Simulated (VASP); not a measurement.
Here is a VASP 6.6.1 calculation.

File INCAR:

```
SYSTEM = Bi
PREC = Accurate ; ENCUT = 520
EDIFF = 1E-6 ; ISMEAR = -1
SIGMA = 0.1 ; LREAL = .FALSE.
LASPH = .TRUE. ; NELM = 60
ALGO = Normal ; ISIF = 2
LWAVE = .FALSE. ; LCHARG = .FALSE.
GGA = RE ; NBANDS = 38
```

File KPOINTS:

```
regular mesh
0
G
  12 12 3
  0 0 0
```

The input POSCAR:

```
Bi
1.0
    3.5467435394      0.0000000000      0.0000000000
   -1.7733717697      3.0715700058      0.0000000000
    0.0000000000      0.0000000000     11.8743837604
Bi
4
Direct
    0.0000000000      1.0000000000      1.0000000000
    0.0000000000      1.0000000000      0.5000000000
    0.3333333333      0.6666666667      0.2500000000
    0.6666666667      0.3333333333      0.7500000000
```

Potentials or basis: VASP PAW PBE potentials, release 64 (Bi_d).

Run with:

```sh
$ cat potpaw_PBE.64/Bi_d/POTCAR > POTCAR
$ mpirun -np 1 vasp_std > vasp.out
```

Problem. Predict the pressure.

Solution. -0.1 GPa.

Problem. Estimate the band gap on the k mesh.

Solution. Zero (bands 30 and 31 overlap by 5.95 eV).

Stress tensor (GPa, compression positive):
```
-0.19  0.00  0.00
 0.00 -0.19  0.00
 0.00  0.00  0.00
```

Caveat: the PAW data sets were made with another functional, which shifts forces and pressure a little; spin-orbit coupling is left out, which moves the levels of the heavy elements.
